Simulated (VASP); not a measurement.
# BeTe (F-43m) in VASP: a series of runs, part 2 of 2

VASP 6.6.1.

### Step 4. Single point, PBE (22.72 Å³/atom)

This run uses another cell than the first one, of 22.72 Å³/atom.

INCAR reads:

```
SYSTEM = BeTe
ALGO = Normal ; EDIFF = 1E-6
ENCUT = 600 ; GGA = PE
GGA_COMPAT = .FALSE. ; ISIF = 2
ISMEAR = 0 ; LASPH = .TRUE.
LCHARG = .FALSE. ; LREAL = .FALSE.
LWAVE = .FALSE. ; NBANDS = 11
NELM = 120 ; PREC = Accurate
SIGMA = 0.05
```

KPOINTS reads:

```
k-points
0
G
  10 10 10
  0 0 0
```

POSCAR reads:

```
BeTe
1.0
    0.0000000000      2.8324841177      2.8324841177
    2.8324841177      0.0000000000      2.8324841177
    2.8324841177      2.8324841177      0.0000000000
Be Te
1 1
Direct
    0.0000000000      0.0000000000      0.0000000000
    0.7500000000      0.7500000000      0.7500000000
```

Potentials or basis: VASP PAW PBE potentials, release 64 (Be, Te).

On the command line:

```sh
$ cat potpaw_PBE.64/Be/POTCAR potpaw_PBE.64/Te/POTCAR > POTCAR
$ mpirun -np 1 vasp_std > vasp.out
```

OUTCAR:

```text
SYSTEM = BeTe
   EDIFF = 1E-6
   ENCUT = 600
   GGA = PE
   ISIF = 2
   ISMEAR = 0
   LASPH = .TRUE.
   LREAL = .FALSE.
   NELM = 120
   PREC = Accurate

 ion  position               nearest neighbor table
   1  0.000  0.000  0.000-   2 2.45   2 2.45   2 2.45   2 2.45
   2  0.750  0.750  0.750-   1 2.45   1 2.45   1 2.45   1 2.45

  LATTYP: Found a face centered cubic cell.
 ALAT       =     5.6649682354

  Lattice vectors:

 A1 = (   0.0000000000,   2.8324841177,   2.8324841177)
 A2 = (   2.8324841177,   0.0000000000,   2.8324841177)
 A3 = (   2.8324841177,   2.8324841177,   0.0000000000)

Analysis of symmetry for initial positions (statically):
=====================================================================
 Subroutine PRICEL returns:
 Original cell was already a primitive cell.

 Routine SETGRP: Setting up the symmetry group for a
 face centered cubic supercell.

 Subroutine GETGRP returns: Found 24 space group operations
 (whereof 24 operations were pure point group operations)
 out of a pool of 48 trial point group operations.

The static configuration has the point symmetry T_d .

Analysis of symmetry for dynamics (positions and initial velocities):
=====================================================================
 Subroutine PRICEL returns:
 Original cell was already a primitive cell.

 Routine SETGRP: Setting up the symmetry group for a
 face centered cubic supercell.

 Subroutine GETGRP returns: Found 24 space group operations
 (whereof 24 operations were pure point group operations)
 out of a pool of 48 trial point group operations.

The dynamic configuration has the point symmetry T_d .

 Subroutine INISYM returns: Found 24 space group operations
 (whereof 24 operations are pure point group operations),
 and found     1 'primitive' translations

----------------------------------------------------------------------------------------

                                     Primitive cell

  volume of cell :      45.4498

  direct lattice vectors                    reciprocal lattice vectors
     0.000000000  2.832484118  2.832484118    -0.176523496  0.176523496  0.176523496
     2.832484118  0.000000000  2.832484118     0.176523496 -0.176523496  0.176523496
     2.832484118  2.832484118  0.000000000     0.176523496  0.176523496 -0.176523496

  length of vectors
     4.005737454  4.005737454  4.005737454     0.305747665  0.305747665  0.305747665

  position of ions in fractional coordinates (direct lattice)
     0.000000000  0.000000000  0.000000000
     0.750000000  0.750000000  0.750000000

  ion indices of the primitive-cell ions
   primitive index   ion index
                 1           1
                 2           2

----------------------------------------------------------------------------------------

 KPOINTS: k-points

Automatic generation of k-mesh.
 Grid dimensions read from file:
 generate k-points for:   10   10   10

 Generating k-lattice:

  Cartesian coordinates                     Fractional coordinates (reciprocal lattice)
    -0.017652350  0.017652350  0.017652350     0.100000000  0.000000000  0.000000000
     0.017652350 -0.017652350  0.017652350     0.000000000  0.100000000  0.000000000
     0.017652350  0.017652350 -0.017652350     0.000000000  0.000000000  0.100000000

  Length of vectors
     0.030574766  0.030574766  0.030574766

  Shift w.r.t. Gamma in fractional coordinates (k-lattice)
     0.000000000  0.000000000  0.000000000

 Subroutine IBZKPT returns following result:
 ===========================================

 Found     47 irreducible k-points:

 Following reciprocal coordinates:
            Coordinates               Weight
  0.000000  0.000000  0.000000      1.000000
  0.100000  0.000000  0.000000      8.000000
  0.200000  0.000000  0.000000      8.000000
  0.300000  0.000000  0.000000      8.000000
  0.400000  0.000000  0.000000      8.000000
  0.500000  0.000000  0.000000      4.000000
[... 16 lines left out ...]
  0.300000  0.300000  0.000000      6.000000
  0.400000  0.300000  0.000000     24.000000
 [... further k-points ...]
   k-points           NKPTS =     47   k-points in BZ     NKDIM =     47   number of bands    NBANDS=     11
   number of dos      NEDOS =    301   number of ions     NIONS =      2
   total plane-waves  NPLWV =  32768
   dimension x,y,z NGX =    32 NGY =   32 NGZ =   32
   dimension x,y,z NGXF=    64 NGYF=   64 NGZF=   64
   ions per type =               1   1
   NGX,Y,Z   is equivalent  to a cutoff of  13.28, 13.28, 13.28 a.u.
   NGXF,Y,Z  is equivalent  to a cutoff of  26.56, 26.56, 26.56 a.u.
 SYSTEM =  BeTe
   PREC   = accura    normal or accurate (medium, high low for compatibility)
   ISTART =      0    job   : 0-new  1-cont  2-samecut
   ICHARG =      2    charge: 1-file 2-atom 10-const
   ISPIN  =      1    spin polarized calculation?
   LNONCOLLINEAR =      F non collinear calculations
   LSORBIT =      F    spin-orbit coupling
   LASPH  =      T    aspherical Exc in radial PAW
   ENCUT  =  600.0 eV  44.10 Ry    6.64 a.u.   8.00  8.00  8.00*2*pi/ulx,y,z
   NELM   =    120;   NELMIN=  2; NELMDL= -5     # of ELM steps
   EDIFF  = 0.1E-05   stopping-criterion for ELM
   LREAL  =      F    real-space projection
   EDIFFG = 0.1E-04   stopping-criterion for IOM
   NSW    =      0    number of steps for IOM
   IBRION =     -1    ionic relax: 0-MD 1-quasi-New 2-CG
   NFREE  =      0    steps in history (QN), initial steepest desc. (CG)
   ISIF   =      2    stress and relaxation
   ISYM   =      2    0-nonsym 1-usesym 2-fastsym
   POTIM  = 0.5000    time-step for ionic-motion
   TEBEG  =    0.0;   TEEND  =   0.0 temperature during run
   PSTRESS=    0.0 pullay stress
   NELECT =       8.0000    total number of electrons
   NUPDOWN=      -1.0000    fix difference up-down
   EMIN   =  10.00;   EMAX   =-10.00  energy-range for DOS
   EFERMI =   0.00;   METHOD = LEGACY
   ISMEAR =     0;   SIGMA  =   0.05  broadening in eV -4-tet -1-fermi 0-gaus
   EFERMI_NEDOS =   21; number of points for ismear=-14 and -15
   IALGO  =     38    algorithm
   IMIX   =      4    mixing-type and parameters
     AMIX     =   0.40;   BMIX     =  1.00
     AMIX_MAG =   1.60;   BMIX_MAG =  1.00
  volume/ion in A,a.u.               =      22.72       153.36
  Fermi-wavevector in a.u.,A,eV,Ry     =   0.917475  1.733775 11.452833  0.841759
  Thomas-Fermi vector in A             =   2.042447
   LORBIT       =      0    0 simple, 1 ext, 2 COOP (PROOUT), +10 PAW based schemes
   GGA     = PE    functional components
   LHFCALC =     F    Hartree Fock is set to
   AEXX    =    0.0000 exact exchange contribution
   IVDW    =     0    specifies the selected vdW correction
   LEPSILON=     F    determine dielectric tensor
   LRPA    =     F    only Hartree local field effects (RPA)
 non-spin polarized calculation
 Gauss-broadening in eV      SIGMA  =   0.05
  energy-cutoff  :      600.00
  volume of cell :       45.45
 maximum number of plane-waves:      1531
   NGX = 17   NGY = 17   NGZ = 17

 number of electron       8.0000000 magnetization

 Free energy of the ion-electron system (eV)
  ---------------------------------------------------
  ext. energy  EPLUGINS =         0.00000000
  ---------------------------------------------------
  free energy    TOTEN  =        -7.62508060 eV

  energy without entropy =       -7.62508060  energy(sigma->0) =       -7.62508060

 E-fermi :   5.1096     XC(G=0):  -8.9868

 val. band max:        4.9015151928   @ k =   0.0000   0.0000   0.0000
 cond. band min:       6.9177106089   @ k =   0.5000   0.5000   0.0000
 fundamental gap:      2.0161954161
 Fermi energy:         5.1095681190

 k-point     1 :       0.0000    0.0000    0.0000
  band No.  band energies     occupation
      1      -7.2814      2.00000
      2       4.9015      2.00000
      3       4.9015      2.00000
      4       4.9015      2.00000
      5       8.5257      0.00000
      6       8.5257      0.00000
      7       8.5257      0.00000
      8       8.5957      0.00000
      9      13.1920      0.00000
     10      15.1097      0.00000
     11      15.1097      0.00000
[... 309 lines left out ...]
 k-point    24 :       0.4000    0.3000    0.0000
  band No.  band energies     occupation
      1      -5.9751      2.00000
      2       0.7097      2.00000
      3       2.4673      2.00000
      4       2.7316      2.00000
      5       7.4247      0.00000
      6       8.5999      0.00000
      7      12.3748      0.00000
      8      12.5755      0.00000
      9      15.4524      0.00000
     10      16.6901      0.00000
     11      17.0837      0.00000

 [... further k-points ...]

------------------------ aborting loop because EDIFF is reached ----------------------------------------

  FORCE on cell =-STRESS in cart. coord.  units (eV):
  Direction    XX          YY          ZZ          XY          YZ          ZX
  --------------------------------------------------------------------------------------
  -------------------------------------------------------------------------------------
  Total        0.0278136      0.0278136      0.0278136      0.0000000      0.0000000      0.0000000
  in kB        0.9804737      0.9804737      0.9804737      0.0000000      0.0000000      0.0000000
  external PRESSURE =       0.9804737 kB  Pullay stress =       0.0000000 kB

 VOLUME and BASIS-vectors are now :
 -----------------------------------------------------------------------------
  energy-cutoff  :      600.00
  volume of cell :       45.45
      direct lattice vectors                 reciprocal lattice vectors
     0.000000000  2.832484118  2.832484118    -0.176523496  0.176523496  0.176523496
     2.832484118  0.000000000  2.832484118     0.176523496 -0.176523496  0.176523496
     2.832484118  2.832484118  0.000000000     0.176523496  0.176523496 -0.176523496

 POSITION                                       TOTAL-FORCE (eV/Angst)
 -----------------------------------------------------------------------------------
      0.00000      0.00000      0.00000        -0.000000     -0.000000     -0.000000
      4.24873      4.24873      4.24873         0.000000      0.000000      0.000000
 -----------------------------------------------------------------------------------
    total drift:                               -0.000000     -0.000000     -0.000000

  FREE ENERGIE OF THE ION-ELECTRON SYSTEM (eV)
  ---------------------------------------------------
  free  energy   TOTEN  =        -7.6250805959 eV

  energy  without entropy=       -7.6250805959  energy(sigma->0) =       -7.62508060
```

OSZICAR:

```text
N       E                     dE             d eps       ncg     rms          rms(c)
DAV:   1     0.202394713171E+02    0.20239E+02   -0.34338E+03  1034   0.647E+02
DAV:   2    -0.655050867413E+01   -0.26790E+02   -0.25733E+02  1395   0.948E+01
DAV:   3    -0.773272056444E+01   -0.11822E+01   -0.11800E+01  1364   0.211E+01
DAV:   4    -0.774498380528E+01   -0.12263E-01   -0.12262E-01  1261   0.241E+00
DAV:   5    -0.774520133326E+01   -0.21753E-03   -0.21753E-03  1292   0.317E-01    0.402E+00
DAV:   6    -0.765225494328E+01    0.92946E-01   -0.10832E-01  1217   0.133E+00    0.242E+00
DAV:   7    -0.762406346289E+01    0.28191E-01   -0.94915E-02  1218   0.135E+00    0.452E-01
DAV:   8    -0.762476657791E+01   -0.70312E-03   -0.58535E-03  1184   0.441E-01    0.743E-02
DAV:   9    -0.762501101090E+01   -0.24443E-03   -0.31539E-04  1248   0.105E-01    0.297E-02
DAV:  10    -0.762507592004E+01   -0.64909E-04   -0.79704E-05  1156   0.462E-02    0.149E-02
DAV:  11    -0.762507826158E+01   -0.23415E-05   -0.25144E-06  1389   0.944E-03    0.102E-02
DAV:  12    -0.762508052526E+01   -0.22637E-05   -0.49325E-06  1124   0.128E-02    0.634E-03
DAV:  13    -0.762508059588E+01   -0.70616E-07   -0.32971E-08   824   0.140E-03
   1 F= -.76250806E+01 E0= -.76250806E+01  d E =-.255837E-11
```

stdout:

```text
POSCAR found type information on POSCAR BeTe
 POSCAR found :  2 types and       2 ions
 scaLAPACK will be used
 LDA part: xc-table for (Slater+PW92), standard interpolation
 POSCAR, INCAR and KPOINTS ok, starting setup
 FFT: planning ... GRIDC
 FFT: planning ... GRID_SOFT
 FFT: planning ... GRID
 WAVECAR not read
 entering main loop
```

Wall time 20 s (1 thread of Intel Xeon Platinum 8259CL at 2.50GHz (Skylake/Cascade Lake), shared host); peak memory 0.19 GiB.

What came out:

- Free energy: -7.6251 eV
- Pressure: 0.1 GPa
- Band gap on the k mesh: 2.02 eV (least direct gap 3.62 eV)

Caveat: spin-orbit coupling is left out, which moves the levels of the heavy elements. A k mesh can miss the band edges.

### Step 5. Summary

| cell | gap on the mesh (eV) | pressure (GPa) |
| --- | --- | --- |
| a = 3.930 Å, angles 60.0°, 2 atoms | 1.87 | 3.7 |
| a = 3.961 Å, angles 60.0°, 2 atoms | 1.93 | 2.1 |
| a = 4.006 Å, angles 60.0°, 2 atoms | 2.02 | 0.1 |

Alike in all rows: task single point; level PBE; potentials or basis VASP PAW PBE potentials, release 64 (Be, Te); no spin polarisation; k mesh 10 × 10 × 10; cutoff (eV) 600; smearing gaussian 0.05 eV.

Caveats: spin-orbit coupling is left out, which moves the levels of the heavy elements; the cell stands under pressure (at least some runs).

Total energies depend on the potentials used, so only differences within one code and one set of settings carry meaning.
